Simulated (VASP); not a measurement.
Wanted: the native input for a VASP 6.6.1 run.

```yaml
Task: relaxation of cell and atoms
Functional: LDA
Potentials_or_basis: VASP PAW LDA potentials, release 64 (Mg, C)
Cutoff: 600 eV
k_mesh: 5 × 5 × 5
Occupations: fermi-dirac, width 0.05 eV
Spin: no spin polarisation
Target_pressure: 5 GPa
Dipole_correction: no
Further_INCAR_settings: ALGO = Normal; EDIFF = 1e-06; IBRION = 2; EDIFFG = -0.01; NSW = 60; ISIF = 3
```

The structure of MgC2 lies in POSCAR:

```
MgC2
1.0
    3.9507770000      0.0000000000      0.0000000000
    0.0000000000      3.9507770000      0.0000000000
    0.0000000000      0.0000000000      4.9870890000
Mg C
2 4
Direct
    0.0000000000      0.0000000000      0.5000000000
    0.5000000000      0.5000000000      0.0000000000
    0.3876550000      0.6123450000      0.5000000000
    0.1123450000      0.1123450000      0.0000000000
    0.6123450000      0.3876550000      0.5000000000
    0.8876550000      0.8876550000      0.0000000000
```

These files were run (other wordings do the same):

INCAR

```
PREC     = Accurate       # precision mode
ENCUT    = 600            # plane-wave cutoff, eV
EDIFF    = 1E-6           # SCF threshold, eV
ISMEAR   = -1             # smearing method
SIGMA    = 0.05           # smearing width, eV
LREAL    = False          # projectors in reciprocal space
LASPH    = True           # aspherical terms in the spheres
NELM     = 100            # most SCF steps
ALGO     = Normal         # electronic algorithm
ISIF     = 3              # what is computed and relaxed
LWAVE    = False          # write WAVECAR
LCHARG   = False          # write CHGCAR
IBRION   = 2              # ionic algorithm
NSW      = 60             # ionic steps
EDIFFG   = -0.01          # ionic threshold
PSTRESS  = 50.0
```

KPOINTS

```
regular mesh
0
Gamma
  5 5 5
```

Potentials or basis: VASP PAW LDA potentials, release 64 (Mg, C).

Launch:

```bash
$ cat potpaw_LDA.64/Mg/POTCAR potpaw_LDA.64/C/POTCAR > POTCAR
$ mpirun -np 1 vasp_std > vasp.out
```

It gave:

| Item | Value |
| --- | --- |
| Relaxed volume | 11.48 Å³/atom |
| Relaxed cell | a = 3.830 Å, b = 3.830 Å, c = 4.698 Å, α = 90.00°, β = 90.00°, γ = 90.00° |
| Space group after relaxing (to 0.1 Å) | P4_2/mnm (No. 136) |
| Energy change on relaxing (the run minimises the enthalpy) | -7.5 meV/atom |
| Ionic steps | 12 |
| Pressure after relaxing | 4.9 GPa |
| Largest force after relaxing | 0.006 eV/Å |
| Band gap on the k mesh | 2.08 eV (least direct gap 2.40 eV) |

Caveat: the cell is relaxed towards a set pressure, so the run minimises the enthalpy, not the energy.

Run time: 3 min on 1 thread of Intel Xeon 8259CL (shared host), peak memory 0.19 GiB.
